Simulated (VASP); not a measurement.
Runs of VASP 6.6.1 on IrO. The structure is that of space group F-43m (No. 216), or close to it. The cells are those of the table. 

```tsv
potentials or basis	cell	cutoff (eV)	second run	gap on the mesh (eV)	pressure (GPa)
VASP PAW PBE potentials, release 64 (Ir, O)	a = 3.344 Å, angles 60.0°, 2 atoms	520	-	none	2.2
VASP PAW PBE potentials, release 64 (Ir_sv_GW, O)	a = 3.180 Å, angles 60.0°, 2 atoms	660	valence_matched	none	(a)
VASP PAW PBE potentials, release 64 (Ir, O)	a = 3.180 Å, angles 60.0°, 2 atoms	520	-	none	48.8
VASP PAW PBE potentials, release 64 (Ir, O)	a = 3.299 Å, angles 60.0°, 2 atoms	520	-	none	(b)
VASP PAW PBE potentials, release 64 (Ir_sv_GW, O)	a = 3.299 Å, angles 60.0°, 2 atoms	660	valence_matched	none	8.5
VASP PAW PBE potentials, release 64 (Ir, O)	a = 3.534 Å, angles 60.0°, 2 atoms	520	-	none	-21.3
```

Alike in all rows: task single point; level r2SCAN; no spin polarisation; k mesh 16 × 16 × 16; smearing gaussian 0.1 eV.

Fill in the values left out.

(a) 43.6; (b) 11.8.

Caveats: the PAW data sets were made with another functional, which shifts forces and pressure a little; spin-orbit coupling is left out, which moves the levels of the heavy elements; an odd number of electrons without spin polarisation forces a metal; a magnetic or distorted state may lie lower.

A k mesh can miss the band edges, and the runs leave out spin-orbit coupling on Ir.

A gap of «none» marks levels without a gap at the run's occupations.

The runs don't all hold the same shells in valence.
